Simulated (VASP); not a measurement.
A run of VASP 6.6.1 is set up as follows.

File POSCAR:

```
InAs
1.0
   -0.0719326000      2.8773040000      2.8773040000
    2.8053714000      0.0000000000      2.8053714000
    2.8773040000      2.8773040000     -0.0719326000
In As
1 1
Direct
    0.5000000000      0.5000000000      0.5000000000
    0.0000000000      0.0000000000      0.0000000000
```

Contents of INCAR.step1:

```
SYSTEM = InAs
PREC = Accurate
ENCUT = 520
ISMEAR = 0
SIGMA = 0.15
LREAL = .FALSE.
LASPH = .TRUE.
NELM = 60
NBANDS = 16
GGA = PE
ALGO = Normal
EDIFF = 1E-4
LWAVE = .TRUE.
LCHARG = .FALSE.
```

File INCAR.step2:

```
SYSTEM = InAs
PREC = Accurate
ENCUT = 520
EDIFF = 1E-6
ISMEAR = 0
SIGMA = 0.15
LREAL = .FALSE.
LASPH = .TRUE.
NELM = 60
ALGO = Normal
ISIF = 2
LWAVE = .FALSE.
LCHARG = .FALSE.
METAGGA = R2SCAN
LMIXTAU = .TRUE.
NBANDS = 16
ISTART = 1
```

File KPOINTS:

```
Automatic mesh
0
G
  14 14 14
  0 0 0
```

Potentials or basis: VASP PAW PBE potentials, release 64 (In_d, As).

Run with:

```console
$ cat potpaw_PBE.64/In_d/POTCAR potpaw_PBE.64/As/POTCAR > POTCAR
$ cp INCAR.step1 INCAR
$ mpirun -np 1 vasp_std > vasp.out
$ cp INCAR.step2 INCAR
$ mpirun -np 1 vasp_std > vasp.out
```

What does it give for the pressure?

-2.3 GPa.

What does it give for the band gap on the k mesh?

Zero (bands 9 and 10 overlap by 2.84 eV).

Stress tensor (GPa, compression positive):
```
-2.22  0.00  1.10
 0.00 -2.37  0.00
 1.10  0.00 -2.22
```

Caveat: the cell differs from its parent crystal (strain -0.0500 x Voigt [0, 0, 0, 0, 1, 0]); the PAW data sets were made with another functional, which shifts forces and pressure a little; spin-orbit coupling is left out, which moves the levels of the heavy elements.
